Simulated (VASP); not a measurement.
# RuS (F-43m) in VASP: single point with r2SCAN+U

Aim: the single point of RuS with r2SCAN+U.

All numbers are computed with VASP 6.6.1; they aren't measurements. Logs are shortened: lines on timing, memory, paths and dates and some standing lists are left out, and cuts for length are marked.

### Step 1. The cell of the first run

The structure is cubic, space group F-43m (No. 216). Conventional cell: a = 5.529 Å, b = 5.529 Å, c = 5.529 Å, α = 90.00°, β = 90.00°, γ = 90.00°. Within 3.2 Å of Ru (site symmetry -43m) lie 4 S at 2.39 Å. S (site symmetry -43m) has 4 Ru at 2.39 Å within 3.2 Å.

### Step 2. Single point, r2SCAN+U

File POSCAR:

```
RuS
1.0
    0.0000000000      2.7642955000      2.7642955000
    2.7642955000      0.0000000000      2.7642955000
    2.7642955000      2.7642955000      0.0000000000
Ru S
1 1
Direct
    0.0000000000      0.0000000000      0.0000000000
    0.2500000000      0.2500000000      0.2500000000
```

File INCAR.step1:

```
PREC = Accurate
ENCUT = 660
ISMEAR = 0
SIGMA = 0.05
LREAL = False
LASPH = True
NELM = 200
LMAXMIX = 4
LDAU = True
LDAUTYPE = 2
LDAUL = 2 -1
LDAUU = 4 0
LDAUJ = 0 0
NBANDS = 18
GGA = PE
ALGO = Normal
EDIFF = 1E-5
LWAVE = True
LCHARG = False
GGA_COMPAT = False
```

File INCAR.step2:

```
PREC = Accurate
ENCUT = 660
EDIFF = 1E-6
ISMEAR = 0
SIGMA = 0.05
LREAL = False
LASPH = True
NELM = 200
ALGO = Normal
ISIF = 2
LWAVE = False
LCHARG = True
LMAXMIX = 4
LDAU = True
LDAUTYPE = 2
LDAUL = 2 -1
LDAUU = 4 0
LDAUJ = 0 0
LDAUPRINT = 1
METAGGA = R2SCAN
LMIXTAU = True
LELF = True
LVHAR = True
NBANDS = 18
ISTART = 1
GGA_COMPAT = False
```

File KPOINTS:

```
Automatic mesh
0
Gamma
  6 6 6
```

Potentials or basis: VASP PAW PBE potentials, release 64 (Ru_sv, S).

Launch:

```sh
$ cat potpaw_PBE.64/Ru_sv/POTCAR potpaw_PBE.64/S/POTCAR > POTCAR
$ cp INCAR.step1 INCAR
$ mpirun -np 1 vasp_std > vasp.out
$ cp INCAR.step2 INCAR
$ mpirun -np 1 vasp_std > vasp.out
```

OUTCAR:

```text
PREC = Accurate
   ENCUT = 660
   EDIFF = 1E-6
   ISMEAR = 0
   LREAL = False
   LASPH = True
   NELM = 200
   ISIF = 2
   METAGGA = R2SCAN
   ISTART = 1

 ion  position               nearest neighbor table
   1  0.000  0.000  0.000-   2 2.39   2 2.39   2 2.39   2 2.39
   2  0.250  0.250  0.250-   1 2.39   1 2.39   1 2.39   1 2.39

  LATTYP: Found a face centered cubic cell.
 ALAT       =     5.5285910000

  Lattice vectors:

 A1 = (   0.0000000000,   2.7642955000,   2.7642955000)
 A2 = (   2.7642955000,   0.0000000000,   2.7642955000)
 A3 = (   2.7642955000,   2.7642955000,   0.0000000000)

Analysis of symmetry for initial positions (statically):
=====================================================================
 Subroutine PRICEL returns:
 Original cell was already a primitive cell.

 Routine SETGRP: Setting up the symmetry group for a
 face centered cubic supercell.

 Subroutine GETGRP returns: Found 24 space group operations
 (whereof 24 operations were pure point group operations)
 out of a pool of 48 trial point group operations.

The static configuration has the point symmetry T_d .

Analysis of symmetry for dynamics (positions and initial velocities):
=====================================================================
 Subroutine PRICEL returns:
 Original cell was already a primitive cell.

 Routine SETGRP: Setting up the symmetry group for a
 face centered cubic supercell.

 Subroutine GETGRP returns: Found 24 space group operations
 (whereof 24 operations were pure point group operations)
 out of a pool of 48 trial point group operations.

The dynamic configuration has the point symmetry T_d .

 Subroutine INISYM returns: Found 24 space group operations
 (whereof 24 operations are pure point group operations),
 and found     1 'primitive' translations

----------------------------------------------------------------------------------------

                                     Primitive cell

  volume of cell :      42.2458

  direct lattice vectors                    reciprocal lattice vectors
     0.000000000  2.764295500  2.764295500    -0.180877913  0.180877913  0.180877913
     2.764295500  0.000000000  2.764295500     0.180877913 -0.180877913  0.180877913
     2.764295500  2.764295500  0.000000000     0.180877913  0.180877913 -0.180877913

  length of vectors
     3.909304187  3.909304187  3.909304187     0.313289735  0.313289735  0.313289735

  position of ions in fractional coordinates (direct lattice)
     0.000000000  0.000000000  0.000000000
     0.250000000  0.250000000  0.250000000

  ion indices of the primitive-cell ions
   primitive index   ion index
                 1           1
                 2           2

----------------------------------------------------------------------------------------

 KPOINTS: Automatic mesh

Automatic generation of k-mesh.
 Grid dimensions read from file:
 generate k-points for:    6    6    6

 Generating k-lattice:

  Cartesian coordinates                     Fractional coordinates (reciprocal lattice)
    -0.030146319  0.030146319  0.030146319     0.166666667  0.000000000  0.000000000
     0.030146319 -0.030146319  0.030146319     0.000000000  0.166666667  0.000000000
     0.030146319  0.030146319 -0.030146319     0.000000000  0.000000000  0.166666667

  Length of vectors
     0.052214956  0.052214956  0.052214956

  Shift w.r.t. Gamma in fractional coordinates (k-lattice)
     0.000000000  0.000000000  0.000000000

 Subroutine IBZKPT returns following result:
 ===========================================

 Found     16 irreducible k-points:

 Following reciprocal coordinates:
            Coordinates               Weight
  0.000000  0.000000  0.000000      1.000000
  0.166667  0.000000  0.000000      8.000000
  0.333333  0.000000  0.000000      8.000000
  0.500000  0.000000  0.000000      4.000000
  0.166667  0.166667  0.000000      6.000000
  0.333333  0.166667  0.000000     24.000000
[... 8 lines left out ...]
 -0.333333  0.333333  0.166667     24.000000
 -0.333333  0.500000  0.166667     12.000000
   k-points           NKPTS =     16   k-points in BZ     NKDIM =     16   number of bands    NBANDS=     18
   number of dos      NEDOS =    301   number of ions     NIONS =      2
   total plane-waves  NPLWV =  46656
   dimension x,y,z NGX =    36 NGY =   36 NGZ =   36
   dimension x,y,z NGXF=    72 NGYF=   72 NGZF=   72
   ions per type =               1   1
   NGX,Y,Z   is equivalent  to a cutoff of  15.31, 15.31, 15.31 a.u.
   NGXF,Y,Z  is equivalent  to a cutoff of  30.62, 30.62, 30.62 a.u.
 SYSTEM =  unknown system
   PREC   = accura    normal or accurate (medium, high low for compatibility)
   ISTART =      1    job   : 0-new  1-cont  2-samecut
   ICHARG =      0    charge: 1-file 2-atom 10-const
   ISPIN  =      1    spin polarized calculation?
   LNONCOLLINEAR =      F non collinear calculations
   LSORBIT =      F    spin-orbit coupling
   LASPH  =      T    aspherical Exc in radial PAW
   ENCUT  =  660.0 eV  48.51 Ry    6.96 a.u.   8.19  8.19  8.19*2*pi/ulx,y,z
   NELM   =    200;   NELMIN=  2; NELMDL=  0     # of ELM steps
   EDIFF  = 0.1E-05   stopping-criterion for ELM
   LREAL  =      F    real-space projection
   EDIFFG = 0.1E-04   stopping-criterion for IOM
   NSW    =      0    number of steps for IOM
   IBRION =     -1    ionic relax: 0-MD 1-quasi-New 2-CG
   NFREE  =      0    steps in history (QN), initial steepest desc. (CG)
   ISIF   =      2    stress and relaxation
   ISYM   =      2    0-nonsym 1-usesym 2-fastsym
   POTIM  = 0.5000    time-step for ionic-motion
   TEBEG  =    0.0;   TEEND  =   0.0 temperature during run
   PSTRESS=    0.0 pullay stress
   NELECT =      22.0000    total number of electrons
   NUPDOWN=      -1.0000    fix difference up-down
   EMIN   =  10.00;   EMAX   =-10.00  energy-range for DOS
   EFERMI =   0.00;   METHOD = LEGACY
   ISMEAR =     0;   SIGMA  =   0.05  broadening in eV -4-tet -1-fermi 0-gaus
   EFERMI_NEDOS =   21; number of points for ismear=-14 and -15
   IALGO  =     38    algorithm
   IMIX   =      4    mixing-type and parameters
     AMIX     =   0.40;   BMIX     =  1.00
     AMIX_MAG =   1.60;   BMIX_MAG =  1.00
  volume/ion in A,a.u.               =      21.12       142.54
  Fermi-wavevector in a.u.,A,eV,Ry     =   1.317108  2.488972 23.603012  1.734772
  Thomas-Fermi vector in A             =   2.447172
   LORBIT       =      0    0 simple, 1 ext, 2 COOP (PROOUT), +10 PAW based schemes
 LDA+U is selected, type is set to LDAUTYPE =  2
   angular momentum for each species LDAUL =     2   -1
   U (eV)           for each species LDAUU =   4.0  0.0
   J (eV)           for each species LDAUJ =   0.0  0.0
   METAGGA = R2SCAN    functional components
   LHFCALC =     F    Hartree Fock is set to
   AEXX    =    0.0000 exact exchange contribution
   IVDW    =     0    specifies the selected vdW correction
   LEPSILON=     F    determine dielectric tensor
   LRPA    =     F    only Hartree local field effects (RPA)
 non-spin polarized calculation
 Gauss-broadening in eV      SIGMA  =   0.05
  energy-cutoff  :      660.00
  volume of cell :       42.25
 maximum number of plane-waves:      1660
 NGX is ok and might be reduce to    36
   NGX = 17   NGY = 17   NGZ = 17

atom =   1  type =  1  l = 2

 onsite density matrix

spin component  1

  0.4273 -0.0000  0.0000  0.0000  0.0000
 -0.0000  0.4273 -0.0000 -0.0000  0.0000
  0.0000 -0.0000  0.7366  0.0000  0.0000
  0.0000 -0.0000  0.0000  0.4273 -0.0000
  0.0000  0.0000  0.0000 -0.0000  0.7366

spin component  2

  0.4273 -0.0000  0.0000  0.0000  0.0000
 -0.0000  0.4273 -0.0000 -0.0000  0.0000
  0.0000 -0.0000  0.7366  0.0000  0.0000
  0.0000 -0.0000  0.0000  0.4273 -0.0000
  0.0000  0.0000  0.0000 -0.0000  0.7366

 occupancies and eigenvectors

  o =  0.4273  v =  1.0000  0.0000  0.0000  0.0000  0.0000  0.0000  0.0000  0.0000  0.0000  0.0000      0.0000  0.0000  0.0000  0.0000  0.0000  0.0000  0.0000  0.0000  0.0000  0.0000
  o =  0.4273  v =  0.0000  0.0000  0.0000  0.0000  0.0000  1.0000  0.0000  0.0000  0.0000  0.0000      0.0000  0.0000  0.0000  0.0000  0.0000  0.0000  0.0000  0.0000  0.0000  0.0000
  o =  0.4273  v =  0.0000 -0.7756 -0.0000  0.6312  0.0000  0.0000  0.0000  0.0000  0.0000  0.0000      0.0000  0.0000  0.0000  0.0000  0.0000  0.0000  0.0000  0.0000  0.0000  0.0000
  o =  0.4273  v =  0.0000  0.0000  0.0000  0.0000  0.0000  0.0000 -0.7756 -0.0000  0.6312  0.0000      0.0000  0.0000  0.0000  0.0000  0.0000  0.0000  0.0000  0.0000  0.0000  0.0000
  o =  0.4273  v =  0.0000 -0.6312 -0.0000 -0.7756  0.0000  0.0000  0.0000  0.0000  0.0000  0.0000      0.0000  0.0000  0.0000  0.0000  0.0000  0.0000  0.0000  0.0000  0.0000  0.0000
  o =  0.4273  v =  0.0000  0.0000  0.0000  0.0000  0.0000  0.0000 -0.6312 -0.0000 -0.7756  0.0000      0.0000  0.0000  0.0000  0.0000  0.0000  0.0000  0.0000  0.0000  0.0000  0.0000
  o =  0.7366  v =  0.0000  0.0000  0.0000  0.0000  0.0000  0.0000 -0.0000  0.9988 -0.0000 -0.0492      0.0000  0.0000  0.0000  0.0000  0.0000  0.0000  0.0000  0.0000  0.0000  0.0000
  o =  0.7366  v =  0.0000  0.0000  0.0492  0.0000  0.9988  0.0000  0.0000  0.0000  0.0000  0.0000      0.0000  0.0000  0.0000  0.0000  0.0000  0.0000  0.0000  0.0000  0.0000  0.0000
  o =  0.7366  v =  0.0000 -0.0000  0.9988 -0.0000 -0.0492  0.0000  0.0000  0.0000  0.0000  0.0000      0.0000  0.0000  0.0000  0.0000  0.0000  0.0000  0.0000  0.0000  0.0000  0.0000
  o =  0.7366  v =  0.0000  0.0000  0.0000  0.0000  0.0000  0.0000  0.0000  0.0492  0.0000  0.9988      0.0000  0.0000  0.0000  0.0000  0.0000  0.0000  0.0000  0.0000  0.0000  0.0000

 number of electron      22.0000000 magnetization

 Free energy of the ion-electron system (eV)
  ---------------------------------------------------
  ext. energy  EPLUGINS =         0.00000000
  ---------------------------------------------------
  free energy    TOTEN  =       -28.77391303 eV

  energy without entropy =      -28.76953856  energy(sigma->0) =      -28.77172579

 E-fermi :   6.8632     XC(G=0): -10.8668

 val. band max:        6.8215007828   @ k =  -0.3333   0.3333   0.1667
 cond. band min:       6.8909540740   @ k =   0.5000   0.3333   0.0000
 fundamental gap:      0.0694532912
 Fermi energy:         6.8631973300

 k-point     1 :       0.0000    0.0000    0.0000
  band No.  band energies     occupation
      1     -68.0943      2.00000
      2     -37.3466      2.00000
      3     -37.3466      2.00000
      4     -37.3466      2.00000
      5      -8.4732      2.00000
      6       1.2632      2.00000
[... 313 lines left out ...]
      5      -7.6397      2.00000
      6       0.5556      2.00000
[... 10 lines left out ...]
     17      15.9968      0.00000
     18      20.3042      0.00000

------------------------ aborting loop because EDIFF is reached ----------------------------------------

  FORCE on cell =-STRESS in cart. coord.  units (eV):
  Direction    XX          YY          ZZ          XY          YZ          ZX
  --------------------------------------------------------------------------------------
  -------------------------------------------------------------------------------------
  Total       -4.4703921     -4.4703921     -4.4703921      0.0000000      0.0000000      0.0000000
  in kB     -169.5402429   -169.5402429   -169.5402429      0.0000000      0.0000000      0.0000000
  external PRESSURE =    -169.5402429 kB  Pullay stress =       0.0000000 kB

 VOLUME and BASIS-vectors are now :
 -----------------------------------------------------------------------------
  energy-cutoff  :      660.00
  volume of cell :       42.25
      direct lattice vectors                 reciprocal lattice vectors
     0.000000000  2.764295500  2.764295500    -0.180877913  0.180877913  0.180877913
     2.764295500  0.000000000  2.764295500     0.180877913 -0.180877913  0.180877913
     2.764295500  2.764295500  0.000000000     0.180877913  0.180877913 -0.180877913

 POSITION                                       TOTAL-FORCE (eV/Angst)
 -----------------------------------------------------------------------------------
      0.00000      0.00000      0.00000         0.000000      0.000000      0.000000
      1.38215      1.38215      1.38215        -0.000000     -0.000000     -0.000000
 -----------------------------------------------------------------------------------
    total drift:                                0.000000      0.000000      0.000000

  FREE ENERGIE OF THE ION-ELECTRON SYSTEM (eV)
  ---------------------------------------------------
  free  energy   TOTEN  =       -28.7739130289 eV

  energy  without entropy=      -28.7695385590  energy(sigma->0) =      -28.77172579
```

Wall time 2.2 min (1 thread of AMD EPYC 7R43 (Zen 3), shared host); peak memory 0.18 GiB.

What came out:

| Quantity | Value |
| --- | --- |
| Free energy | -28.7739 eV |
| Pressure | -17.0 GPa |
| Band gap on the k mesh | zero (bands 11 and 12 overlap by 2.18 eV) |

Eigenvalues of the final occupation matrices:
| site | spin | trace | eigenvalues |
| --- | --- | --- | --- |
| site 1 d | 1 | 2.76 | 0.43 0.43 0.43 0.74 0.74 |
| site 1 d | 2 | 2.76 | 0.43 0.43 0.43 0.74 0.74 |

Caveat: the cell stands under tension; the PAW data sets were made with another functional, which shifts forces and pressure a little; U without spin polarisation on a metal has little footing.
